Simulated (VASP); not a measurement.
Here is a VASP 6.6.1 calculation.

File INCAR:

```
SYSTEM = Ti
PREC     = Accurate       ! precision mode
ENCUT    = 520            ! plane-wave cutoff, eV
EDIFF    = 1E-6           ! SCF threshold, eV
ISMEAR   = 0              ! smearing method
SIGMA    = 0.15           ! smearing width, eV
LREAL    = .False.        ! projectors in reciprocal space
LASPH    = .True.         ! aspherical terms in the spheres
NELM     = 80             ! most SCF steps
ALGO     = Fast           ! electronic algorithm
ISIF     = 2              ! what is computed and relaxed
LWAVE    = .False.        ! write WAVECAR
LCHARG   = .True.         ! write CHGCAR
LELF     = .True.         ! ELF
LVHAR    = .True.       
NBANDS   = 12             ! bands
```

The input KPOINTS:

```
regular mesh
0
Gamma
  22 22 22
  0 0 0
```

File POSCAR:

```
Ti
1.0
    0.0000000000      2.0249301126      1.8744778053
    2.0249301126      0.0000000000      1.8744778053
    2.0249301126      2.0249301126      0.0000000000
Ti
1
Direct
    0.0000000000      0.0000000000      0.0000000000
```

Potentials or basis: VASP PAW LDA potentials, release 64 (Ti_sv).

Launch:

```console
$ cat potpaw_LDA.64/Ti_sv/POTCAR > POTCAR
$ mpirun -np 1 vasp_std > vasp.out
```

(1) Estimate the band gap on the k mesh.

(2) Predict the pressure.

Results:

(1) zero (bands 6 and 7 overlap by 1.57 eV).

(2) 5.1 GPa.

Caveat: the cell stands under pressure.
